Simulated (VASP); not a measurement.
The system is Ti.

```
Ti
1.0
     2.92050    0.00000    0.00000
    -1.46025    2.52923    0.00000
     0.00000    0.00000    4.68600
Ti
2
Direct
  0.33333 0.66667 0.25000
  0.66667 0.33333 0.75000
```

This cell differs from its parent crystal: equal xx and yy strain of -1 %.

Base run:

```yaml
Program: VASP 6.6.1
Functional: PBE
Potentials_or_basis: VASP PAW PBE potentials, release 64 (Ti_sv)
Cutoff: 520 eV
k_mesh: 13 × 13 × 7
Occupations: fermi-dirac, width 0.08 eV
Spin: no spin polarisation
```

Its results: band gap on the k mesh zero (bands 12 and 13 overlap by 1.11 eV); pressure 0.3 GPa.

Problem. The run is repeated on the same cell with these changes: cutoff from 520 eV to 400 eV; further incar settings from ALGO = Normal; EDIFF = 1e-07; NBANDS = 19 to ALGO = Normal; EDIFF = 1e-08; NBANDS = 19. What comes out?

Solution. Band gap on the k mesh zero (bands 12 and 13 overlap by 1.11 eV); pressure -0.4 GPa.
